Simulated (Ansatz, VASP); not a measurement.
## One calculation of TiSi, two programs

```
Ti Si
1.0
     0.00000    2.51895    2.51895
     2.51895    0.00000    2.51895
     2.51895    2.51895    0.00000
Ti Si
1 1
Direct
  0.00000 0.00000 0.00000
  0.50000 0.50000 0.50000
```

Alike in both runs: functional PBEsol; k mesh 13 × 13 × 13; occupations fermi-dirac, width 0.1 eV; no spin polarisation.

Ansatz relaxed the structure, and its values are those at the end. VASP's run is a single point on that final structure, the one shown.

|  | VASP | Ansatz |
| --- | --- | --- |
| version | VASP 6.6.1 | Ansatz 0.2.0 |
| potentials or method | VASP PAW PBE potentials, release 64 (Ti_sv, Si) | PAW with Ansatz's default frozen-core files, scalar-relativistic |
| plane-wave cutoff (eV) | 500 | 420 |
| valence electrons in the cell | 16 | 16 |

```tsv
	VASP	Ansatz	Ansatz less VASP
pressure (GPa)	0.1	0.0	-0.12
```

VASP's potentials were made for PBE, not for PBEsol. With one functional, cell and mesh, what is left measures potentials, basis and numerics.
